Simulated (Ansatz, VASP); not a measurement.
# SnO2: VASP beside Ansatz

```
Sn O
1.0
     4.75982    0.00000    0.00000
     0.00000    4.76006    0.00000
     0.00000    0.00000    3.29673
Sn O
2 4
Direct
  0.50000 0.50000 0.50000
  0.00000 0.00000 0.00000
  0.30586 0.30596 0.00000
  0.80586 0.19404 0.50000
  0.19414 0.80596 0.50000
  0.69414 0.69404 0.00000
```

Change from the starting cell: strain +0.000 along x and y, +0.030 along z, atoms carried along.

Alike in both runs: task single point; functional r2SCAN; k mesh 6 × 6 × 8; occupations gaussian, width 0.05 eV; no spin polarisation.

```csv
,VASP,Ansatz
version,VASP 6.6.1,Ansatz 0.2.0
potentials or method,"VASP PAW PBE potentials, release 64 (Sn_d, O), cutoff 520 eV","scalar-relativistic, plane waves, PAW"
valence electrons in the cell,52,52
```

Ansatz gave:

| Quantity | Value |
| --- | --- |
| gap on the k mesh at the Fermi level (eV) | 1.33 |
| least direct gap on the mesh (eV) | 1.33 |
| pressure (GPa) | -6.9 |
| traceless stress, the component that is largest in VASP (GPa) | -5.19 |
| rms of the force components (eV/Å) | 0.068 |

Problem. What did VASP give for the same quantities?

Solution. gap on the k mesh at the Fermi level (eV): 1.35; least direct gap on the mesh (eV): 1.35; pressure (GPa): -5.9; traceless stress, the component that is largest in VASP (GPa): -4.99; rms of the force components (eV/Å): 0.064.

VASP's potentials were made for PBE, not for r2SCAN. Atom by atom the forces differ by 0.004 eV/Å (rms over components). With one functional, cell and mesh, what is left measures potentials, basis and numerics.
